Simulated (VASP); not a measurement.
Crystal: MgZn2O3.

```xyz
6
Lattice="3.0526 0.0000 0.0000 -1.5263 2.6436 0.0000 0.0000 0.0000 7.4520" Properties=species:S:1:pos:R:3 pbc="T T T"
Mg    0.0000    0.0000    0.0000
Zn    0.0000    1.7624    4.9811
Zn    1.5263    0.8812    2.4710
O     0.0000    1.7624    1.1975
O     1.5263    0.8812    6.2545
O     0.0000    0.0000    3.7260
```

Program: VASP 6.6.1. Alike in all runs: task single point; no spin polarisation; cell as given; k mesh 12 × 12 × 4; cutoff (eV) 520; smearing methfessel-paxton 0.02 eV.

Task: Order these runs on this cell by their pressure, lowest first.
A. level BLYP; potentials or basis VASP PAW PBE potentials, release 64 (Mg, Zn, O)
B. level PBEsol; potentials or basis VASP PAW PBE potentials, release 64 (Mg, Zn, O)
C. level LDA; potentials or basis VASP PAW LDA potentials, release 64 (Mg, Zn, O)

Result: C (-13.5 GPa), B (-6.8 GPa), A (4.4 GPa).

Caveats: the PAW data sets were made with another functional, which shifts forces and pressure a little (some runs).
